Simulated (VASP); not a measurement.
# SiO2 (Ia-3) in VASP: a series of runs, part 2 of 2

VASP 6.6.1. The steps go on from the part before.

### Step 4. Electric field gradients, PBE

File INCAR:

```
SYSTEM = SiO2
PREC = Accurate
ENCUT = 520
EDIFF = 1E-8
ISMEAR = 1
SIGMA = 0.15
LREAL = Auto
LASPH = .TRUE.
NELM = 100
ALGO = Normal
ISIF = 2
LWAVE = .FALSE.
LCHARG = .FALSE.
GGA = PE
LEFG = .TRUE.
ISYM = 0
NBANDS = 82
```

File KPOINTS:

```
Automatic mesh
0
G
  4 4 4
  0 0 0
```

File POSCAR:

```
SiO2
1.0
   -4.2235302601      4.2235302601      4.2235302601
    4.2235302601     -4.2235302601      4.2235302601
    4.2235302601      4.2235302601     -4.2235302601
Si O
8 16
Direct
    0.5000000000      0.0000000000      0.7824953700
    0.2824953700      0.2824953700      0.2824953700
    0.5000000000      0.0000000000      0.2175046300
    0.7175046300      0.7175046300      0.7175046300
    0.7824953700      0.5000000000      0.0000000000
    0.0000000000      0.2175046300      0.5000000000
    0.2175046300      0.5000000000      0.0000000000
    0.0000000000      0.7824953700      0.5000000000
    0.6802250600      0.9302250600      0.7500000000
    0.7500000000      0.6802250600      0.9302250600
    0.8197749400      0.5697749400      0.2500000000
    0.7500000000      0.1802250600      0.4302250600
    0.0697749400      0.2500000000      0.3197749400
    0.5000000000      0.0000000000      0.0000000000
    0.2500000000      0.8197749400      0.5697749400
    0.4302250600      0.7500000000      0.1802250600
    0.3197749400      0.0697749400      0.2500000000
    0.1802250600      0.4302250600      0.7500000000
    0.9302250600      0.7500000000      0.6802250600
    0.5000000000      0.5000000000      0.5000000000
    0.2500000000      0.3197749400      0.0697749400
    0.0000000000      0.5000000000      0.0000000000
    0.0000000000      0.0000000000      0.5000000000
    0.5697749400      0.2500000000      0.8197749400
```

Potentials or basis: VASP PAW PBE potentials, release 64 (Si, O).

Launch:

```console
cat potpaw_PBE.64/Si/POTCAR potpaw_PBE.64/O/POTCAR > POTCAR
mpirun -np 1 vasp_std > vasp.out
```

OUTCAR:

```text
SYSTEM = SiO2
   PREC = Accurate
   ENCUT = 520
   EDIFF = 1E-8
   ISMEAR = 1
   LREAL = Auto
   LASPH = .TRUE.
   NELM = 100
   ISIF = 2
   GGA = PE
   ISYM = 0

 ion  position               nearest neighbor table
   1  0.500  0.000  0.782-  14 1.59   9 1.62  15 1.62  24 1.62   4 3.01   5 3.01   8 3.01
   2  0.282  0.282  0.282-  20 1.59  17 1.62  21 1.62  13 1.62   6 3.01   7 3.01   3 3.01
   3  0.500  0.000  0.218-  14 1.59  12 1.62  16 1.62  17 1.62   2 3.01   6 3.01   7 3.01
   4  0.718  0.718  0.718-  20 1.59  10 1.62   9 1.62  19 1.62   5 3.01   8 3.01   1 3.01
   5  0.782  0.500  0.000-  22 1.59  11 1.62  10 1.62  24 1.62   4 3.01   8 3.01   1 3.01
   6  0.000  0.218  0.500-  23 1.59  13 1.62  18 1.62  12 1.62   2 3.01   7 3.01   3 3.01
   7  0.218  0.500  0.000-  22 1.59  21 1.62  18 1.62  16 1.62   2 3.01   3 3.01   6 3.01
   8  0.000  0.782  0.500-  23 1.59  15 1.62  19 1.62  11 1.62   1 3.01   4 3.01   5 3.01
   9  0.680  0.930  0.750-   1 1.62   4 1.62
  10  0.750  0.680  0.930-   4 1.62   5 1.62
  11  0.820  0.570  0.250-   5 1.62   8 1.62
  12  0.750  0.180  0.430-   3 1.62   6 1.62
  13  0.070  0.250  0.320-   6 1.62   2 1.62
  14  0.500  0.000  0.000-   1 1.59   3 1.59
[... 8 lines left out ...]
  23  0.000  0.000  0.500-   6 1.59   8 1.59
  24  0.570  0.250  0.820-   1 1.62   5 1.62

IMPORTANT INFORMATION: All symmetrisations will be switched off!
NOSYMM: (Re-)initialisation of all symmetry stuff for point group C_1.

----------------------------------------------------------------------------------------

                                     Primitive cell

  volume of cell :     301.3608

  direct lattice vectors                    reciprocal lattice vectors
    -4.223530260  4.223530260  4.223530260     0.000000000  0.118384377  0.118384377
     4.223530260 -4.223530260  4.223530260     0.118384377  0.000000000  0.118384377
     4.223530260  4.223530260 -4.223530260     0.118384377  0.118384377  0.000000000

  length of vectors
     7.315368998  7.315368998  7.315368998     0.167420792  0.167420792  0.167420792
[... 2097 lines left out ...]
     4.223530260  4.223530260 -4.223530260     0.118384377  0.118384377  0.000000000

 POSITION                                       TOTAL-FORCE (eV/Angst)
 -----------------------------------------------------------------------------------
      1.19313      5.41666     -1.19313        -0.007831     -0.007836      0.007828
      1.19313      1.19313      1.19313        -0.007830     -0.007832     -0.007830
     -1.19313      3.03040      1.19313         0.007832      0.007836     -0.007827
      3.03040      3.03040      3.03040         0.007830      0.007832      0.007831
     -1.19313      1.19313      5.41666         0.007826     -0.007829     -0.007832
      3.03040      1.19313     -1.19313         0.007832     -0.007827      0.007832
[... 16 lines left out ...]
      2.11177      2.11177     -2.11177         0.000000     -0.000000      0.000001
      2.11177      4.81292      0.00000        -0.000000     -0.312143      0.000000
 -----------------------------------------------------------------------------------
    total drift:                               -0.000004     -0.000001     -0.000005

  FREE ENERGIE OF THE ION-ELECTRON SYSTEM (eV)
  ---------------------------------------------------
  free  energy   TOTEN  =      -188.9824248231 eV

  energy  without entropy=     -189.0225921573  energy(sigma->0) =     -188.99581393

 Electric field gradients (V/A^2)
---------------------------------------------------------------------
 ion       V_xx      V_yy      V_zz      V_xy      V_xz      V_yz
---------------------------------------------------------------------
   1       0.000    -0.000    -0.000     2.725    -2.725    -2.725
   2      -0.000     0.000     0.000     2.725     2.725     2.725
   3       0.000    -0.000    -0.000     2.725    -2.725    -2.725
   4      -0.000     0.000     0.000     2.725     2.725     2.725
   5      -0.000     0.000    -0.000    -2.725    -2.725     2.725
   6      -0.000    -0.000     0.000    -2.725     2.725    -2.725
[... 16 lines left out ...]
  23       0.000    -0.000     0.000   -46.150    46.137   -46.150
  24       5.064   -30.103    25.039     0.001    72.741     0.001
---------------------------------------------------------------------

 Electric field gradients after diagonalization (V/A^2)
 (convention: |V_zz| > |V_xx| > |V_yy|)
----------------------------------------------------------------------
 ion       V_xx      V_yy      V_zz     asymmetry (V_yy - V_xx)/ V_zz
----------------------------------------------------------------------
   1      -2.725    -2.725     5.450       0.000
   2      -2.725    -2.725     5.450       0.000
   3      -2.725    -2.725     5.450       0.000
   4      -2.725    -2.725     5.450       0.000
   5      -2.725    -2.725     5.450       0.000
   6      -2.725    -2.725     5.450       0.000
[... 16 lines left out ...]
  23     -46.154   -46.137    92.292       0.000
  24     -58.372   -30.103    88.474       0.320
----------------------------------------------------------------------

           NMR quadrupolar parameters

 Cq : quadrupolar parameter    Cq=e*Q*V_zz/h
 eta: asymmetry parameters     (V_yy - V_xx)/ V_zz
 Q  : nuclear electric quadrupole moment in mb (millibarn)
----------------------------------------------------------------------
 ion       Cq(MHz)       eta       Q (mb)
----------------------------------------------------------------------
   1       0.013       0.000       1.000
   2       0.013       0.000       1.000
   3       0.013       0.000       1.000
   4       0.013       0.000       1.000
   5       0.013       0.000       1.000
   6       0.013       0.000       1.000
[... 16 lines left out ...]
  23       0.223       0.000       1.000
  24       0.214       0.320       1.000
----------------------------------------------------------------------
```

Run time: 29 min. Hardware: 1 thread of Intel Xeon Platinum 8259CL at 2.50GHz (Skylake/Cascade Lake), shared host; peak memory 0.71 GiB.

What came out:

```yaml
Free_energy: -188.9824 eV
Pressure: 5.7 GPa
Largest_force: 0.312 eV/Å
Band_gap_on_the_k_mesh: 5.90 eV, indirect (least direct gap 5.97 eV)
```

Forces on the atoms (eV/Å):
```
Si  -0.008 -0.008  0.008
Si  -0.008 -0.008 -0.008
Si   0.008  0.008 -0.008
Si   0.008  0.008  0.008
Si   0.008 -0.008 -0.008
Si   0.008 -0.008  0.008
Si  -0.008  0.008  0.008
Si  -0.008  0.008 -0.008
O    0.000  0.000  0.312
O    0.312  0.000  0.000
O    0.000  0.000 -0.312
O    0.312  0.000  0.000
O    0.000 -0.312  0.000
O    0.000  0.000  0.000
O   -0.312  0.000  0.000
O    0.000  0.312  0.000
O    0.000  0.000 -0.312
O    0.000  0.000  0.312
O    0.000  0.312  0.000
O    0.000  0.000  0.000
O   -0.312  0.000  0.000
O    0.000  0.000  0.000
O    0.000  0.000  0.000
O    0.000 -0.312  0.000
```

Electric field gradients, principal values (V/Å²):
| atom | least | middle | greatest (by size) |
| --- | --- | --- | --- |
| 1 Si | -2.725 | -2.725 | 5.450 |
| 2 Si | -2.725 | -2.725 | 5.450 |
| 3 Si | -2.725 | -2.725 | 5.450 |
| 4 Si | -2.725 | -2.725 | 5.450 |
| 5 Si | -2.725 | -2.725 | 5.450 |
| 6 Si | -2.725 | -2.725 | 5.450 |
| 7 Si | -2.725 | -2.725 | 5.450 |
| 8 Si | -2.725 | -2.725 | 5.450 |
| 9 O | -30.103 | -58.375 | 88.478 |
| 10 O | -30.103 | -58.375 | 88.478 |
| 11 O | -30.103 | -58.372 | 88.474 |
| 12 O | -30.103 | -58.372 | 88.474 |
| 13 O | -30.103 | -58.375 | 88.478 |
| 14 O | -46.137 | -46.154 | 92.291 |
| 15 O | -30.103 | -58.372 | 88.474 |
| 16 O | -30.103 | -58.372 | 88.474 |
| 17 O | -30.103 | -58.375 | 88.478 |
| 18 O | -30.103 | -58.372 | 88.474 |
| 19 O | -30.103 | -58.375 | 88.478 |
| 20 O | -46.137 | -46.137 | 92.274 |
| 21 O | -30.103 | -58.375 | 88.478 |
| 22 O | -46.137 | -46.154 | 92.292 |
| 23 O | -46.137 | -46.154 | 92.292 |
| 24 O | -30.103 | -58.372 | 88.474 |

Caveat: without QUAD_EFG the Cq values of the log hold for a quadrupole moment of 1 mb, not for the nuclei. A k mesh can miss the band edges.

### Step 5. Overview

| level | smearing | gap on the mesh (eV) | pressure (GPa) | largest force (eV/Å) |
| --- | --- | --- | --- | --- |
| PBE | fermi-dirac 0.02 eV | 5.90 | 5.8 | 0.31 |
| r2SCAN | fermi-dirac 0.02 eV | 6.59 | 0.3 | 0.01 |
| PBE | methfessel-paxton 0.15 eV | 5.90 | 5.7 | 0.31 |

Alike in all rows: task electric field gradients; potentials or basis VASP PAW PBE potentials, release 64 (Si, O); no spin polarisation; cell as given; k mesh 4 × 4 × 4; cutoff (eV) 520.

On the cell as given the gap runs from 5.90 eV (PBE) to 6.59 eV (r2SCAN). The pressure there spans 0.3 GPa (r2SCAN) to 5.8 GPa (PBE); a positive pressure means that this level wants a larger cell, a negative one a smaller.

Caveats: the PAW data sets were made with another functional, which shifts forces and pressure a little (some runs).

Absolute energies hang on the potentials; compare differences alone.
